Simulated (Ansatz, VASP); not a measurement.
# Ca3Co: VASP beside Ansatz

```
Ca Co
1.0
     4.52299    0.00000    0.00000
     0.00000    4.52299    0.00000
     0.00000    0.00000    4.52299
Ca Co
3 1
Cartesian
  0.0000 2.2615 2.2615
  2.2615 0.0000 2.2615
  2.2615 2.2615 0.0000
  0.0000 0.0000 0.0000
```

Alike in both runs: task relaxation of cell and atoms; functional PBE; k mesh 4 × 4 × 4; occupations gaussian, width 0.1 eV; collinear spin.

```csv
,VASP,Ansatz
version,VASP 6.6.1,Ansatz 0.2.0
potentials or method,"VASP PAW PBE potentials, release 64 (Ca_sv, Co), cutoff 600 eV","scalar-relativistic, plane waves, PAW"
valence electrons in the cell,39,47
```

```csv
,VASP,Ansatz,Ansatz less VASP
"gap on the k mesh at the Fermi level, each at its own relaxed structure (eV)",none,none,-
net moment per atom (μB),0.00,0.40,+0.401
size of the moment on the site where the two differ most (μB),0.00,1.79,+1.785
relaxed volume (Å³/atom),27.85,29.68,+1.836
relaxed cell length with the largest relative difference (Å),4.812,4.915,+0.1035
```

The net moments are unlike, so the other rows may belong to different states. Site moments also hang on the region over which each program counts them. A gap of «none» marks a metal or a gap that the smearing closes. VASP's potentials hold 39 valence electrons a cell and Ansatz's 47, so a difference there can come from the potentials and not from the codes.

Noted on VASP's run: the volume moved by over 15 % at a fixed basis, so the end points are rough.
